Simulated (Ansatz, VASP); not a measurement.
**One calculation of In, two programs**

```
CELL_PARAMETERS angstrom
3.33548 0.00000 0.00000
-1.66774 2.88861 0.00000
0.00000 0.00000 5.50914
ATOMIC_POSITIONS crystal
In 0.66667 0.33333 0.75000
In 0.33333 0.66667 0.25000
```

Alike in both runs: functional HSE06; k mesh 5 × 5 × 3; occupations fermi-dirac, width 0.05 eV; no spin polarisation.

|  | VASP | Ansatz |
| --- | --- | --- |
| version | VASP 6.6.1 | Ansatz 0.2.0 |
| potentials or method | VASP PAW PBE potentials, release 64 (In_d) | Ansatz PAW |
| plane-wave cutoff (eV) | 520 | 420 |
| valence electrons in the cell | 26 | 26 |
| task | single point | band structure |

```tsv
	VASP	Ansatz	Ansatz less VASP
gap on the k mesh at the Fermi level (eV)	none	none	-
pressure (GPa)	0.0	0.1	+0.14
traceless stress, the component that is largest in VASP (GPa)	0.35	0.35	+0.004
```

A gap of «none» marks a metal or a gap that the smearing closes.

The k mesh is coarse, so the values compare programs but aren't converged.
